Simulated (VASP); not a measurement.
A run of VASP 6.6.1 is set up as follows.

Contents of POSCAR:

```
KCl
1.0
    0.0000000000      3.0929780000      3.1561000000
    3.1561000000      0.0000000000      3.1561000000
    3.1561000000      3.0929780000      0.0000000000
K Cl
1 1
Direct
    0.0000000000      0.0000000000      0.0000000000
    0.5000000000      0.5000000000      0.5000000000
```

Contents of INCAR.step1:

```
SYSTEM = KCl
  PREC = Accurate
  ENCUT = 520
  ISMEAR = 0
  SIGMA = 0.05
  LREAL = .False.
  LASPH = .True.
  NELM = 80
  NBANDS = 15
  GGA = PE
  ALGO = Normal
  EDIFF = 1E-4
  LWAVE = .True.
  LCHARG = .False.
```

INCAR.step2

```
SYSTEM = KCl
  PREC = Accurate
  ENCUT = 520
  EDIFF = 1E-7
  ISMEAR = 0
  SIGMA = 0.05
  LREAL = .False.
  LASPH = .True.
  NELM = 80
  ALGO = Normal
  ISIF = 2
  LWAVE = .False.
  LCHARG = .False.
  METAGGA = R2SCAN
  LMIXTAU = .True.
  NBANDS = 15
  ISTART = 1
```

File KPOINTS:

```
Automatic mesh
0
Gamma
  6 6 6
  0 0 0
```

Potentials or basis: VASP PAW PBE potentials, release 64 (K_sv, Cl).

Command:

```sh
$ cat potpaw_PBE.64/K_sv/POTCAR potpaw_PBE.64/Cl/POTCAR > POTCAR
$ cp INCAR.step1 INCAR
$ mpirun -np 1 vasp_std > vasp.out
$ cp INCAR.step2 INCAR
$ mpirun -np 1 vasp_std > vasp.out
```

**Question.** Estimate the band gap on the k mesh.

**Answer.** 5.86 eV.

**Question.** Estimate the pressure.

**Answer.** 0.2 GPa.

Stress tensor (GPa, compression positive):
```
-0.08  0.00  0.00
 0.00  0.82  0.00
 0.00  0.00 -0.08
```

Caveat: the cell differs from its parent crystal (strain -0.0200 x Voigt [0, 1, 0, 0, 0, 0]); the PAW data sets were made with another functional, which shifts forces and pressure a little.
